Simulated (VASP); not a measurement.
# SiO2 (P4_2/mnm) in VASP: notebook, part 2 of 2

VASP 6.6.1. Earlier steps stand in the parts before.

### Step 3. Single point, LDA

This run uses another cell than the first one, of 6.51 Å³/atom, 1.002 times its volume.

INCAR

```
SYSTEM = SiO2
PREC = Accurate
ENCUT = 520
EDIFF = 1E-7
ISMEAR = 0
SIGMA = 0.05
LREAL = .FALSE.
LASPH = .TRUE.
NELM = 100
ALGO = Normal
ISIF = 2
LWAVE = .FALSE.
LCHARG = .TRUE.
GGA = CA
LELF = .TRUE.
LVHAR = .TRUE.
NBANDS = 25
```

KPOINTS

```
regular mesh
0
G
  6 6 8
  0 0 0
```

POSCAR

```
SiO2
1.0
    4.0305000000      0.0000000000      0.0000000000
    0.0000000000      4.0305000000      0.0000000000
    0.0000000000      0.0000000000      2.4058000000
Si O
2 4
Direct
    0.5000000000      0.5000000000      0.5000000000
    0.0000000000      0.0000000000      0.0000000000
    0.6944252994      0.6944252994      0.0000000000
    0.1944252994      0.8055747006      0.5000000000
    0.3055747006      0.3055747006      0.0000000000
    0.8055747006      0.1944252994      0.5000000000
```

Potentials or basis: VASP PAW LDA potentials, release 64 (Si, O).

Started as:

```sh
$ cat potpaw_LDA.64/Si/POTCAR potpaw_LDA.64/O/POTCAR > POTCAR
$ mpirun -np 1 vasp_std > vasp.out
```

OUTCAR:

```text
SYSTEM = SiO2
   PREC = Accurate
   ENCUT = 520
   EDIFF = 1E-7
   ISMEAR = 0
   LREAL = .FALSE.
   LASPH = .TRUE.
   NELM = 100
   ISIF = 2
   GGA = CA

 ion  position               nearest neighbor table
   1  0.500  0.500  0.500-   3 1.64   5 1.64   3 1.64   5 1.64   4 1.74   6 1.74   2 3.09   2 3.09
                             2 3.09   2 3.09   2 3.09   2 3.09   2 3.09   2 3.09
   2  0.000  0.000  0.000-   4 1.64   6 1.64   4 1.64   6 1.64   5 1.74   3 1.74   1 3.09   1 3.09
                             1 3.09   1 3.09   1 3.09   1 3.09   1 3.09   1 3.09
   3  0.694  0.694  0.000-   1 1.64   1 1.64   2 1.74
   4  0.194  0.806  0.500-   2 1.64   2 1.64   1 1.74
   5  0.306  0.306  0.000-   1 1.64   1 1.64   2 1.74
   6  0.806  0.194  0.500-   2 1.64   2 1.64   1 1.74

  LATTYP: Found a simple tetragonal cell.
 ALAT       =     4.0305000000
 C/A-ratio  =     0.5968986478

  Lattice vectors:

 A1 = (   4.0305000000,   0.0000000000,   0.0000000000)
 A2 = (   0.0000000000,   4.0305000000,   0.0000000000)
 A3 = (   0.0000000000,   0.0000000000,   2.4058000000)

Analysis of symmetry for initial positions (statically):
=====================================================================
 Subroutine PRICEL returns:
 Original cell was already a primitive cell.

 Routine SETGRP: Setting up the symmetry group for a
 simple tetragonal supercell.

 Subroutine GETGRP returns: Found 16 space group operations
 (whereof  8 operations were pure point group operations)
 out of a pool of 16 trial point group operations.

The static configuration has the point symmetry D_2h.
 The point group associated with its full space group is D_4h.

Analysis of symmetry for dynamics (positions and initial velocities):
=====================================================================
 Subroutine PRICEL returns:
 Original cell was already a primitive cell.

 Routine SETGRP: Setting up the symmetry group for a
 simple tetragonal supercell.

 Subroutine GETGRP returns: Found 16 space group operations
 (whereof  8 operations were pure point group operations)
[... 130 lines left out ...]
     AMIX     =   0.40;   BMIX     =  1.00
     AMIX_MAG =   1.60;   BMIX_MAG =  1.00
  volume/ion in A,a.u.               =       6.51        43.96
  Fermi-wavevector in a.u.,A,eV,Ry     =   1.531554  2.894218 31.914618  2.345658
  Thomas-Fermi vector in A             =   2.638883
   LORBIT       =      0    0 simple, 1 ext, 2 COOP (PROOUT), +10 PAW based schemes
   GGA     = CA    functional components
   LHFCALC =     F    Hartree Fock is set to
   AEXX    =    0.0000 exact exchange contribution
   IVDW    =     0    specifies the selected vdW correction
   LEPSILON=     F    determine dielectric tensor
   LRPA    =     F    only Hartree local field effects (RPA)
 non-spin polarized calculation
 Gauss-broadening in eV      SIGMA  =   0.05
  energy-cutoff  :      520.00
  volume of cell :       39.08
 maximum number of plane-waves:      1073
 NGX is ok and might be reduce to    30
   NGX = 15   NGY = 15   NGZ =  9

 number of electron      31.9999999 magnetization

 Free energy of the ion-electron system (eV)
  ---------------------------------------------------
  ext. energy  EPLUGINS =         0.00000000
  ---------------------------------------------------
  free energy    TOTEN  =       -49.98590759 eV

  energy without entropy =      -49.98590759  energy(sigma->0) =      -49.98590759

 E-fermi :  10.8774     XC(G=0): -13.6273

 val. band max:       10.5742950059   @ k =   0.0000   0.0000   0.0000
 cond. band min:      18.8016805451   @ k =   0.0000   0.0000   0.0000
 fundamental gap:      8.2273855391
 Fermi energy:        10.8773910270

 k-point     1 :       0.0000    0.0000    0.0000
  band No.  band energies     occupation
      1     -13.8410      2.00000
      2      -9.3308      2.00000
      3      -9.3308      2.00000
      4      -9.1911      2.00000
      5      -1.3889      2.00000
      6       2.5634      2.00000
[... 661 lines left out ...]
     24      25.3267      0.00000
     25      26.1564      0.00000

 [... further k-points ...]
[... 5 lines left out ...]
  --------------------------------------------------------------------------------------
  -------------------------------------------------------------------------------------
  Total       14.8510511     14.8510511     31.8287192      0.0000000      0.0000000      0.0000000
  in kB      608.8220917    608.8220917   1304.8253141      0.0000000      0.0000000      0.0000000
  external PRESSURE =     840.8231658 kB  Pullay stress =       0.0000000 kB

 VOLUME and BASIS-vectors are now :
 -----------------------------------------------------------------------------
  energy-cutoff  :      520.00
  volume of cell :       39.08
      direct lattice vectors                 reciprocal lattice vectors
     4.030500000  0.000000000  0.000000000     0.248108175  0.000000000  0.000000000
     0.000000000  4.030500000  0.000000000     0.000000000  0.248108175  0.000000000
     0.000000000  0.000000000  2.405800000     0.000000000  0.000000000  0.415662150

 POSITION                                       TOTAL-FORCE (eV/Angst)
 -----------------------------------------------------------------------------------
      2.01525      2.01525      1.20290         0.000000      0.000000      0.000000
      0.00000      0.00000      0.00000         0.000000      0.000000      0.000000
      2.79888      2.79888      0.00000         1.065115      1.065115      0.000000
      0.78363      3.24687      1.20290         1.065115     -1.065115      0.000000
      1.23162      1.23162      0.00000        -1.065115     -1.065115     -0.000000
      3.24687      0.78363      1.20290        -1.065115      1.065115      0.000000
 -----------------------------------------------------------------------------------
    total drift:                               -0.000000      0.000000      0.000000

  FREE ENERGIE OF THE ION-ELECTRON SYSTEM (eV)
  ---------------------------------------------------
  free  energy   TOTEN  =       -49.9859075941 eV

  energy  without entropy=      -49.9859075941  energy(sigma->0) =      -49.98590759
```

OSZICAR:

```text
N       E                     dE             d eps       ncg     rms          rms(c)
DAV:   1     0.134050828508E+03    0.13405E+03   -0.18192E+04  2524   0.126E+03
DAV:   2    -0.495277652200E+02   -0.18358E+03   -0.17823E+03  3076   0.296E+02
DAV:   3    -0.556393703650E+02   -0.61116E+01   -0.60921E+01  3343   0.511E+01
DAV:   4    -0.556744946185E+02   -0.35124E-01   -0.35115E-01  2948   0.451E+00
DAV:   5    -0.556747379320E+02   -0.24331E-03   -0.24328E-03  3361   0.352E-01    0.231E+01
DAV:   6    -0.501646783676E+02    0.55101E+01   -0.13731E+01  3163   0.257E+01    0.117E+01
DAV:   7    -0.500277401443E+02    0.13694E+00   -0.12767E+00  3248   0.683E+00    0.380E+00
DAV:   8    -0.499912653968E+02    0.36475E-01   -0.63997E-02  3025   0.196E+00    0.113E+00
DAV:   9    -0.499860198673E+02    0.52455E-02   -0.11114E-02  3244   0.749E-01    0.196E-01
DAV:  10    -0.499859050049E+02    0.11486E-03   -0.71391E-04  3089   0.195E-01    0.480E-02
DAV:  11    -0.499859080464E+02   -0.30415E-05   -0.28492E-05  3231   0.371E-02    0.249E-02
DAV:  12    -0.499859077103E+02    0.33605E-06   -0.59148E-06  3077   0.173E-02    0.110E-02
DAV:  13    -0.499859075881E+02    0.12229E-06   -0.72976E-07  3177   0.662E-03    0.101E-03
DAV:  14    -0.499859075941E+02   -0.60272E-08   -0.41227E-08  1865   0.143E-03
   1 F= -.49985908E+02 E0= -.49985908E+02  d E =-.107655E-19
```

Run time: 17 s. Hardware: 1 thread of Intel Xeon 6975P-C (Granite Rapids), shared host; peak memory 0.14 GiB.

Results:

| Quantity | Value |
| --- | --- |
| Free energy | -49.9859 eV |
| Pressure | 84.1 GPa |
| Largest force | 1.506 eV/Å |
| Band gap on the k mesh | 8.23 eV, direct |

Forces on the atoms (eV/Å):
```
Si   0.000  0.000  0.000
Si   0.000  0.000  0.000
O    1.065  1.065  0.000
O    1.065 -1.065  0.000
O   -1.065 -1.065  0.000
O   -1.065  1.065  0.000
```

Stress tensor (GPa, compression positive):
```
 60.88   0.00   0.00
  0.00  60.88   0.00
  0.00   0.00 130.48
```

Levels at points of the mesh, in eV from the valence-band top:
```
           k point  band 12  band 13  band 14  band 15  band 16  band 17  band 18  band 19  band 20  band 21
(0.00, 0.00, 0.00)    -3.17    -2.20    -1.06    -1.06     0.00     8.23     9.17    11.03    11.03    11.18
(0.50, 0.00, 0.00)    -4.32    -2.63    -2.63    -1.33    -1.33    10.51    10.51    11.10    11.10    11.84
(0.50, 0.50, 0.00)    -3.30    -3.20    -3.20    -2.91    -2.91    10.01    10.01    12.09    12.09    14.05
(0.00, 0.00, 0.50)    -5.45    -3.78    -3.78    -3.37    -3.37    11.13    11.13    14.05    14.05    14.11
(0.50, 0.00, 0.50)    -4.87    -2.87    -2.87    -2.23    -2.23     9.98     9.98    11.10    11.10    12.92
(0.50, 0.50, 0.50)    -5.31    -2.27    -2.27    -1.96    -1.96     9.03     9.03    11.80    11.80    11.87
```

Caveat: forces of over 1 eV/Å act on the atoms, so gaps and moduli don't describe the material at rest.

### Step 4. Single point, LDA

This run uses another cell than the first one, of 6.58 Å³/atom, 1.012 times its volume.

Changes to INCAR since step 3:

```diff
@@ -3,3 +3,3 @@
 ENCUT = 520
-EDIFF = 1E-7
+EDIFF = 1E-6
 ISMEAR = 0
@@ -13,3 +13,2 @@
 LCHARG = .TRUE.
-GGA = CA
 LELF = .TRUE.
```

KPOINTS is that of step 3.

Changes to POSCAR since step 3:

```diff
@@ -2,5 +2,5 @@
 1.0
-    4.0305000000      0.0000000000      0.0000000000
-    0.0000000000      4.0305000000      0.0000000000
-    0.0000000000      0.0000000000      2.4058000000
+    4.1053000000      0.0000000000      0.0000000000
+    0.0000000000      4.1053000000      0.0000000000
+    0.0000000000      0.0000000000      2.3420000000
 Si O
```

Started as:

```sh
$ cat potpaw_LDA.64/Si/POTCAR potpaw_LDA.64/O/POTCAR > POTCAR
$ mpirun -np 1 vasp_std > vasp.out
```

Wall time 12 s (1 thread of Intel Xeon 6975P-C (Granite Rapids), shared host); peak memory 0.15 GiB.

Results (log left out):

| Property | Result |
| --- | --- |
| Free energy | -49.5430 eV |
| Pressure | 83.2 GPa |
| Largest force | 1.409 eV/Å |
| Band gap on the k mesh | 8.74 eV, direct |

Forces in eV/Å, atoms in the order of the input:
```
Si   0.000  0.000  0.000
Si   0.000  0.000  0.000
O    0.996  0.996  0.000
O    0.996 -0.996  0.000
O   -0.996 -0.996  0.000
O   -0.996  0.996  0.000
```

Stress tensor (GPa, compression positive):
```
 48.06   0.00   0.00
  0.00  48.06   0.00
  0.00   0.00 153.62
```

Levels at points of the mesh, in eV from the valence-band top:
| k point | band 14 | band 15 | band 16 | band 17 | band 18 | band 19 |
| --- | --- | --- | --- | --- | --- | --- |
| (0.00, 0.00, 0.00) | -1.07 | -1.07 | 0.00 | 8.74 | 9.17 | 11.26 |
| (0.50, 0.00, 0.00) | -2.14 | -1.34 | -1.34 | 10.40 | 10.40 | 11.38 |
| (0.50, 0.50, 0.00) | -2.74 | -2.72 | -2.72 | 10.30 | 10.30 | 11.95 |
| (0.00, 0.00, 0.50) | -3.42 | -3.22 | -3.22 | 11.00 | 11.00 | 13.67 |
| (0.50, 0.00, 0.50) | -2.82 | -2.07 | -2.07 | 9.88 | 9.88 | 10.65 |
| (0.50, 0.50, 0.50) | -2.25 | -1.82 | -1.82 | 8.74 | 8.74 | 11.59 |

Caveat: forces of over 1 eV/Å act on the atoms, so gaps and moduli don't describe the material at rest. A k mesh can miss the band edges.

### Step 5. Single point, LDA

This run uses another cell than the first one, of 6.59 Å³/atom, 1.015 times its volume.

INCAR

```
SYSTEM = SiO2
PREC     = Accurate       ! precision mode
ENCUT    = 520            ! plane-wave cutoff, eV
EDIFF    = 1E-7           ! SCF threshold, eV
ISMEAR   = 0              ! smearing method
SIGMA    = 0.05           ! smearing width, eV
LREAL    = .FALSE.        ! projectors in reciprocal space
LASPH    = .TRUE.         ! aspherical terms in the spheres
NELM     = 60             ! most SCF steps
ALGO     = Normal         ! electronic algorithm
ISIF     = 2              ! what is computed and relaxed
LWAVE    = .FALSE.        ! write WAVECAR
LCHARG   = .FALSE.        ! write CHGCAR
GGA      = CA             ! functional
NBANDS   = 25             ! bands
```

KPOINTS

```
Automatic mesh
0
G
  6 6 8
  0 0 0
```

Changes to POSCAR since step 4:

```diff
@@ -2,5 +2,5 @@
 1.0
-    4.1053000000      0.0000000000      0.0000000000
-    0.0000000000      4.1053000000      0.0000000000
-    0.0000000000      0.0000000000      2.3420000000
+    4.0554000000      0.0000000000      0.0000000000
+    0.0000000000      4.0554000000      0.0000000000
+    0.0000000000      0.0000000000      2.4058000000
 Si O
```

Potentials or basis: VASP PAW LDA potentials, release 64 (Si, O).

Started as:

```sh
$ cat potpaw_LDA.64/Si/POTCAR potpaw_LDA.64/O/POTCAR > POTCAR
$ mpirun -np 1 vasp_std > vasp.out
```

OUTCAR:

```text
SYSTEM = SiO2
   PREC = Accurate
   ENCUT = 520
   EDIFF = 1E-7
   ISMEAR = 0
   LREAL = .FALSE.
   LASPH = .TRUE.
   NELM = 60
   ISIF = 2
   GGA = CA

 ion  position               nearest neighbor table
   1  0.500  0.500  0.500-   3 1.64   5 1.64   3 1.64   5 1.64   4 1.75   6 1.75   2 3.11   2 3.11
                             2 3.11   2 3.11   2 3.11   2 3.11   2 3.11   2 3.11
   2  0.000  0.000  0.000-   4 1.64   6 1.64   4 1.64   6 1.64   5 1.75   3 1.75   1 3.11   1 3.11
                             1 3.11   1 3.11   1 3.11   1 3.11   1 3.11   1 3.11
   3  0.694  0.694  0.000-   1 1.64   1 1.64   2 1.75
   4  0.194  0.806  0.500-   2 1.64   2 1.64   1 1.75
[... 884 lines left out ...]
  Total       13.1101613     13.1101613     30.8282743     -0.0000000      0.0000000      0.0000000
  in kB      530.8743019    530.8743019   1248.3399889     -0.0000000      0.0000000      0.0000000
  external PRESSURE =     770.0295309 kB  Pullay stress =       0.0000000 kB

 VOLUME and BASIS-vectors are now :
 -----------------------------------------------------------------------------
  energy-cutoff  :      520.00
  volume of cell :       39.57
      direct lattice vectors                 reciprocal lattice vectors
     4.055400000  0.000000000  0.000000000     0.246584801  0.000000000  0.000000000
     0.000000000  4.055400000  0.000000000     0.000000000  0.246584801  0.000000000
     0.000000000  0.000000000  2.405800000     0.000000000  0.000000000  0.415662150

 POSITION                                       TOTAL-FORCE (eV/Angst)
 -----------------------------------------------------------------------------------
      2.02770      2.02770      1.20290        -0.000000      0.000000      0.000000
      0.00000      0.00000      0.00000        -0.000000      0.000000      0.000000
      2.81617      2.81617      0.00000         0.952738      0.952738      0.000000
      0.78847      3.26693      1.20290         0.952738     -0.952738      0.000000
      1.23923      1.23923      0.00000        -0.952738     -0.952738     -0.000000
      3.26693      0.78847      1.20290        -0.952738      0.952738      0.000000
 -----------------------------------------------------------------------------------
    total drift:                               -0.000000      0.000000      0.000000

  FREE ENERGIE OF THE ION-ELECTRON SYSTEM (eV)
  ---------------------------------------------------
  free  energy   TOTEN  =       -50.1595711659 eV

  energy  without entropy=      -50.1595711659  energy(sigma->0) =      -50.15957117
```

Run time: 16 s. Hardware: 1 thread of Intel Xeon 6975P-C (Granite Rapids), shared host; peak memory 0.14 GiB.

Results:

* Free energy: -50.1596 eV
* Pressure: 77.0 GPa
* Largest force: 1.347 eV/Å
* Band gap on the k mesh: 8.32 eV, direct

Forces on the atoms (eV/Å):
```
Si   0.000  0.000  0.000
Si   0.000  0.000  0.000
O    0.953  0.953  0.000
O    0.953 -0.953  0.000
O   -0.953 -0.953  0.000
O   -0.953  0.953  0.000
```

Levels at points of the mesh, in eV from the valence-band top:
```
           k point  band 13  band 14  band 15  band 16  band 17  band 18  band 19  band 20
(0.00, 0.00, 0.00)    -2.14    -1.06    -1.06     0.00     8.32     8.89    11.00    11.00
(0.50, 0.00, 0.00)    -2.55    -2.55    -1.32    -1.32    10.54    10.54    10.87    10.87
(0.50, 0.50, 0.00)    -3.16    -3.16    -2.86    -2.86     9.94     9.94    12.00    12.00
(0.00, 0.00, 0.50)    -3.67    -3.67    -3.31    -3.31    10.97    10.97    13.91    13.91
(0.50, 0.00, 0.50)    -2.84    -2.84    -2.18    -2.18     9.89     9.89    10.91    10.91
(0.50, 0.50, 0.50)    -2.25    -2.25    -1.92    -1.92     8.84     8.84    11.73    11.73
```

Caveat: forces of over 1 eV/Å act on the atoms, so gaps and moduli don't describe the material at rest. A k mesh can miss the band edges.

### Step 6. Single point, LDA

This run uses another cell than the first one, of 6.66 Å³/atom, 1.025 times its volume.

INCAR

```
PREC     = Accurate       # precision mode
ENCUT    = 520            # plane-wave cutoff, eV
EDIFF    = 1E-7           # SCF threshold, eV
ISMEAR   = 0              # smearing method
SIGMA    = 0.05           # smearing width, eV
LREAL    = F              # projectors in reciprocal space
LASPH    = T              # aspherical terms in the spheres
NELM     = 100            # most SCF steps
ALGO     = Normal         # electronic algorithm
ISIF     = 2              # what is computed and relaxed
LWAVE    = F              # write WAVECAR
LCHARG   = F              # write CHGCAR
NBANDS   = 25             # bands
```

KPOINTS

```
Automatic mesh
0
Gamma
  6 6 8
```

Changes to POSCAR since step 5:

```diff
@@ -2,5 +2,5 @@
 1.0
-    4.0554000000      0.0000000000      0.0000000000
-    0.0000000000      4.0554000000      0.0000000000
-    0.0000000000      0.0000000000      2.4058000000
+    4.1302000000      0.0000000000      0.0000000000
+    0.0000000000      4.1302000000      0.0000000000
+    0.0000000000      0.0000000000      2.3420000000
 Si O
```

Potentials or basis: VASP PAW LDA potentials, release 64 (Si, O).

Started as:

```sh
$ cat potpaw_LDA.64/Si/POTCAR potpaw_LDA.64/O/POTCAR > POTCAR
$ mpirun -np 1 vasp_std > vasp.out
```

Run time: 13 s. Hardware: 1 thread of Intel Xeon 6975P-C (Granite Rapids), shared host; peak memory 0.15 GiB.

It converged, with:

| Property | Result |
| --- | --- |
| Free energy | -49.6777 eV |
| Pressure | 76.6 GPa |
| Largest force | 1.218 eV/Å |
| Band gap on the k mesh | 8.47 eV, direct |

Forces in eV/Å, atoms in the order of the input:
```
Si   0.000  0.000  0.000
Si   0.000  0.000  0.000
O    0.861  0.861  0.000
O    0.861 -0.861  0.000
O   -0.861 -0.861  0.000
O   -0.861  0.861  0.000
```

Stress tensor (GPa, compression positive):
```
 40.91   0.00   0.00
  0.00  40.91   0.00
  0.00   0.00 148.05
```

Levels at points of the mesh, in eV from the valence-band top:
| k point | band 12 | band 13 | band 14 | band 15 | band 16 | band 17 | band 18 | band 19 | band 20 | band 21 |
| --- | --- | --- | --- | --- | --- | --- | --- | --- | --- | --- |
| (0.00, 0.00, 0.00) | -2.52 | -1.66 | -1.06 | -1.06 | 0.00 | 8.47 | 9.26 | 11.24 | 11.54 | 11.54 |
| (0.50, 0.00, 0.00) | -3.45 | -2.06 | -2.06 | -1.33 | -1.33 | 10.22 | 10.22 | 11.37 | 11.37 | 12.31 |
| (0.50, 0.50, 0.00) | -2.98 | -2.69 | -2.69 | -2.62 | -2.62 | 10.20 | 10.20 | 11.85 | 11.85 | 14.04 |
| (0.00, 0.00, 0.50) | -5.31 | -3.32 | -3.32 | -3.15 | -3.15 | 10.84 | 10.84 | 13.49 | 13.49 | 13.68 |
| (0.50, 0.00, 0.50) | -4.64 | -2.78 | -2.78 | -2.02 | -2.02 | 9.79 | 9.79 | 10.47 | 10.47 | 12.80 |
| (0.50, 0.50, 0.50) | -5.20 | -2.22 | -2.22 | -1.77 | -1.77 | 8.56 | 8.56 | 11.53 | 11.53 | 11.71 |

Caveat: forces of over 1 eV/Å act on the atoms, so gaps and moduli don't describe the material at rest.

### Step 7. Overview

| cell | gap on the mesh (eV) | pressure (GPa) | largest force (eV/Å) |
| --- | --- | --- | --- |
| a = 4.080, b = 4.080, c = 2.342 Å, 6 atoms | 8.92 | 90.3 | 1.60 |
| a = 4.030, b = 4.030, c = 2.406 Å, 6 atoms | 8.23 | 84.1 | 1.51 |
| a = 4.105, b = 4.105, c = 2.342 Å, 6 atoms | 8.74 | 83.2 | 1.41 |
| a = 4.055, b = 4.055, c = 2.406 Å, 6 atoms | 8.32 | 77.0 | 1.35 |
| a = 4.130, b = 4.130, c = 2.342 Å, 6 atoms | 8.47 | 76.6 | 1.22 |

Alike in all rows: task single point; level LDA; potentials or basis VASP PAW LDA potentials, release 64 (Si, O); no spin polarisation; k mesh 6 × 6 × 8; cutoff (eV) 520; smearing gaussian 0.05 eV.

Caveats: forces of over 1 eV/Å act on the atoms, so gaps and moduli don't describe the material at rest.

Total energies depend on the potentials used, so only differences within one code and one set of settings carry meaning.
